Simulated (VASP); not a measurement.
A run of VASP 6.6.1 is set up as follows.

Contents of INCAR:

```
SYSTEM = HfN
ALGO = Normal
EDIFF = 1E-6
ENCUT = 520
GGA = PE
ISIF = 2
ISMEAR = 0
LASPH = .TRUE.
LCHARG = .FALSE.
LREAL = .FALSE.
LWAVE = .FALSE.
NBANDS = 14
NELM = 100
PREC = Accurate
SIGMA = 0.15
```

The input KPOINTS:

```
k-points
0
G
  18 18 18
  0 0 0
```

POSCAR

```
HfN
1.0
    0.0000000000      2.2590000000      2.2590000000
    2.2590000000      0.0000000000      2.2590000000
    2.2590000000      2.2590000000      0.0000000000
Hf N
1 1
Direct
    0.0000000000      0.0000000000      0.0000000000
    0.5000000000      0.5000000000      0.5000000000
```

Potentials or basis: VASP PAW PBE potentials, release 64 (Hf_pv, N).

Launch:

```bash
$ cat potpaw_PBE.64/Hf_pv/POTCAR potpaw_PBE.64/N/POTCAR > POTCAR
$ mpirun -np 1 vasp_std > vasp.out
```

Estimate the pressure.

3.0 GPa.
